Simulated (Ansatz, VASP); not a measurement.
# Two plane-wave programs on Si

Contents of INCAR:

```
PREC = Accurate ; ENCUT = 520
EDIFF = 1E-6 ; ISMEAR = -1
SIGMA = 0.2413 ; LREAL = Auto
LASPH = True ; NELM = 80
ALGO = Normal ; ISIF = 2
LWAVE = False ; LCHARG = True
GGA = PE ; LELF = True
LVHAR = True ; NBANDS = 66
```

Contents of KPOINTS:

```
Automatic mesh
0
Gamma
  3 3 3
```

File POSCAR:

```
Si
1.0
    7.7190500000     -0.0443600000      0.0013740000
   -0.0443600000      7.7822710000      0.2647900000
    0.0013740000      0.2647900000      7.5276290000
Si
24
Direct
    0.9271196696      0.8285444400      0.1755476545
    0.9893775160      0.5022261006      0.9578770937
    0.1498936833      0.8016827233      0.9044761203
    0.4232674324      0.8185114685      0.1194136063
    0.0318163522      0.6898690194      0.5874795605
    0.2303188797      0.5468742418      0.1162916605
    0.3209921358      0.1904258175      0.7727556419
    0.7207212795      0.2804946993      0.1681193813
    0.2929509483      0.8838832242      0.4474319525
    0.7559169329      0.5781727046      0.5104688485
    0.6075168641      0.5592950316      0.1708110485
    0.9355732191      0.3655481443      0.5073184828
    0.3505176109      0.6482315832      0.6433611921
    0.4625997965      0.4139311371      0.9064221801
    0.2042871053      0.1356400968      0.0517544123
    0.0230868535      0.1243927465      0.8095247809
    0.7064037724      0.5891715843      0.8441346071
    0.2535052281      0.4197049443      0.3998422116
    0.7599291242      0.0599347547      0.9515332228
    0.7054949826      0.0879605405      0.4464053918
    0.4289814454      0.9117349865      0.7957946341
    0.4445639867      0.2240867012      0.2409265665
    0.0648105793      0.0621599906      0.4271847484
    0.5091330103      0.2650195450      0.5406681951
```

Input for Ansatz:

```yaml
crystal:
  lattice:
    - [7.71905, -0.04436, 0.001374]
    - [-0.04436, 7.782271, 0.26479]
    - [0.001374, 0.26479, 7.527629]
  atoms:
    - { symbol: Si, position: [0.9271196696, 0.82854444, 0.1755476545] }
    - { symbol: Si, position: [0.989377516, 0.5022261006, 0.9578770937] }
    - { symbol: Si, position: [0.1498936833, 0.8016827233, 0.9044761203] }
    - { symbol: Si, position: [0.4232674324, 0.8185114685, 0.1194136063] }
    - { symbol: Si, position: [0.0318163522, 0.6898690194, 0.5874795605] }
    - { symbol: Si, position: [0.2303188797, 0.5468742418, 0.1162916605] }
    - { symbol: Si, position: [0.3209921358, 0.1904258175, 0.7727556419] }
    - { symbol: Si, position: [0.7207212795, 0.2804946993, 0.1681193813] }
    - { symbol: Si, position: [0.2929509483, 0.8838832242, 0.4474319525] }
    - { symbol: Si, position: [0.7559169329, 0.5781727046, 0.5104688485] }
    - { symbol: Si, position: [0.6075168641, 0.5592950316, 0.1708110485] }
    - { symbol: Si, position: [0.9355732191, 0.3655481443, 0.5073184828] }
    - { symbol: Si, position: [0.3505176109, 0.6482315832, 0.6433611921] }
    - { symbol: Si, position: [0.4625997965, 0.4139311371, 0.9064221801] }
    - { symbol: Si, position: [0.2042871053, 0.1356400968, 0.0517544123] }
    - { symbol: Si, position: [0.0230868535, 0.1243927465, 0.8095247809] }
    - { symbol: Si, position: [0.7064037724, 0.5891715843, 0.8441346071] }
    - { symbol: Si, position: [0.2535052281, 0.4197049443, 0.3998422116] }
    - { symbol: Si, position: [0.7599291242, 0.0599347547, 0.9515332228] }
    - { symbol: Si, position: [0.7054949826, 0.0879605405, 0.4464053918] }
    - { symbol: Si, position: [0.4289814454, 0.9117349865, 0.7957946341] }
    - { symbol: Si, position: [0.4445639867, 0.2240867012, 0.2409265665] }
    - { symbol: Si, position: [0.0648105793, 0.0621599906, 0.4271847484] }
    - { symbol: Si, position: [0.5091330103, 0.265019545, 0.5406681951] }
basis:
  ecutwfc: 420
kpoints:
  mp_grid: { grid: [3, 3, 3] }
hamiltonian:
  xc: pbe
scf:
  occupations: { method: fermi_dirac, width: 0.2413 }
output:
  forces: true
  stress: true
  eigenvalues: true
  populations: true
  write_density: true
  write_potential: true
  elf: true
  volumetric_format: npy
```

Alike in both runs: task single point; functional PBE; k mesh 3 × 3 × 3; occupations fermi-dirac, width 0.2413 eV; no spin polarisation.

|  | VASP | Ansatz |
| --- | --- | --- |
| version | VASP 6.6.1 | Ansatz 0.2.0 |
| potentials or method | VASP PAW PBE potentials, release 64 (Si), cutoff 520 eV | scalar-relativistic, plane waves, PAW |
| valence electrons in the cell | 96 | 96 |

|  | VASP | Ansatz | Ansatz less VASP |
| --- | --- | --- | --- |
| gap on the k mesh at the Fermi level (eV) | none | none | - |
| rms of the force components (eV/Å) | 0.975 | 0.979 | +0.0045 |

Atom by atom the forces differ by 0.005 eV/Å (rms over components). A gap of «none» marks a metal or a gap that the smearing closes. The functional is the same, so the differences come from potentials, cutoffs and numerics.
